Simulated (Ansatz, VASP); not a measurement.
## Two plane-wave programs on Yb

File INCAR:

```
PREC = Accurate
ENCUT = 520
EDIFF = 1E-7
ISMEAR = -1
SIGMA = 0.1
LREAL = F
LASPH = T
NELM = 100
ALGO = Normal
ISIF = 2
LWAVE = F
LCHARG = T
GGA = CA
LELF = T
LVHAR = T
NBANDS = 18
```

The input KPOINTS:

```
regular mesh
0
Gamma
  13 13 13
```

File POSCAR:

```
Yb
1.0
   -2.0160895106      2.0160895106      2.0160895106
    2.0160895106     -2.0160895106      2.0160895106
    2.0160895106      2.0160895106     -2.0160895106
Yb
1
Direct
    0.0000000000      0.0000000000      0.0000000000
```

Input for Ansatz:

```yaml
crystal:
  lattice:
    - [-2.0160895106, 2.0160895106, 2.0160895106]
    - [2.0160895106, -2.0160895106, 2.0160895106]
    - [2.0160895106, 2.0160895106, -2.0160895106]
  atoms:
    - { symbol: Yb, position: [0.0, 0.0, 0.0] }
hamiltonian:
  xc: lda
  pseudopotentials:
    kind: paw
    azcp:
      Yb: "pseudopotentials/Yb.paw.azcp"
basis:
  ecutwfc: 420
  fft_grid_basis: typed
kpoints:
  mp_grid: { grid: [13, 13, 13], shift: [0, 0, 0] }
magnetization:
  spin_polarized: false
scf:
  occupations: { method: fermi_dirac, width: 0.1 }
  lower_state_search: "off"
output:
  stress: true
```

Alike in both runs: task single point; functional LDA; k mesh 13 × 13 × 13; occupations fermi-dirac, width 0.1 eV; no spin polarisation.

|  | VASP | Ansatz |
| --- | --- | --- |
| version | VASP 6.6.1 | Ansatz 0.2.0 |
| potentials or method | VASP PAW PBE potentials, release 64 (Yb), cutoff 520 eV | plane waves (420 eV) with PAW, scalar-relativistic |
| valence electrons in the cell | 24 | 24 |

Ansatz gave:

```
pressure (GPa) : -2.5
```

Which values does VASP return?

Pressure (GPa): -2.9.

VASP's potentials were made for PBE, not for LDA, and Ansatz warns of the same on its side. LDA's correlation is that of Perdew and Zunger in VASP and of Perdew and Wang (1992) in Ansatz.

Neither program's run includes spin-orbit coupling.
